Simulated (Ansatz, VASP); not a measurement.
**Al3GaN4 in VASP and in Ansatz**

```
Al Ga N
1.0
     4.40124    0.00000    0.00000
     0.00000    4.40124    0.00000
     0.00000    0.00000    4.40124
Al Ga N
3 1 4
Direct
  0.50000 0.50000 0.00000
  0.50000 0.00000 0.50000
  0.00000 0.50000 0.50000
  0.99344 0.99344 0.99344
  0.74446 0.74446 0.25554
  0.74446 0.25554 0.74446
  0.25554 0.74446 0.74446
  0.25554 0.25554 0.25554
```

Change from the starting cell: all Ga atoms moved -0.050 Å, as atom 4 along Cartesian [1 1 1].

Alike in both runs: task single point; functional r2SCAN; k mesh 6 × 6 × 6; occupations gaussian, width 0.05 eV; no spin polarisation.

|  | VASP | Ansatz |
| --- | --- | --- |
| version | VASP 6.6.1 | Ansatz 0.2.0 |
| potentials or method | VASP PAW PBE potentials, release 64 (Al, Ga_d, N), cutoff 520 eV | scalar-relativistic, plane waves, PAW |
| valence electrons in the cell | 42 | 42 |

```tsv
	VASP	Ansatz	Ansatz less VASP
gap on the k mesh at the Fermi level (eV)	3.76	3.76	+0.004
least direct gap on the mesh (eV)	3.76	3.76	+0.004
pressure (GPa)	0.1	0.1	+0.01
traceless stress, the component that is largest in VASP (GPa)	-0.45	-0.43	+0.021
rms of the force components (eV/Å)	0.219	0.212	-0.0068
```

VASP's potentials were made for PBE, not for r2SCAN. Atom by atom the forces differ by 0.031 eV/Å (rms over components). The functional is the same, so the differences come from potentials, cutoffs and numerics.
